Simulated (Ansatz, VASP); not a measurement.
**One calculation of CdH6, two programs**

```
Cd H
1.0
     6.02221   -0.03611    0.02672
    -0.03618    6.01011    0.00844
     0.02671    0.00842    6.02352
Cd H
1 6
Direct
  0.00716 0.99341 0.00086
  0.04761 0.50638 0.49749
  0.51774 0.04678 0.50344
  0.92376 0.51395 0.48826
  0.48230 0.92681 0.49617
  0.50528 0.50917 0.06891
  0.51615 0.50351 0.94486
```

Change from the starting cell: cell x1, atoms moved at random (sigma 0.05 Å) and cell strained at random (1.5 %), then relaxed without symmetry.

Alike in both runs: functional PBE; k mesh 2 × 2 × 2; occupations gaussian, width 0.1 eV; no spin polarisation.

Ansatz relaxed the structure, and its values are those at the end. VASP's run is a single point on that final structure, the one shown.

```csv
,VASP,Ansatz
version,VASP 6.6.1,Ansatz 0.2.0
potentials or method,"VASP PAW PBE potentials, release 64 (Cd, H), cutoff 520 eV","scalar-relativistic, plane waves, PAW"
valence electrons in the cell,18,26
```

|  | VASP | Ansatz | Ansatz less VASP |
| --- | --- | --- | --- |
| gap on the k mesh at the Fermi level (eV) | 3.76 | 3.76 | -0.001 |
| least direct gap on the mesh (eV) | 3.76 | 3.76 | -0.001 |
| pressure (GPa) | -0.1 | 0.0 | +0.07 |
| rms of the force components (eV/Å) | 0.012 | 0.007 | -0.0047 |

VASP's potentials hold 18 valence electrons a cell and Ansatz's 26, so a difference there can come from the potentials and not from the codes.

The k mesh is coarse, so the values compare programs but aren't converged.
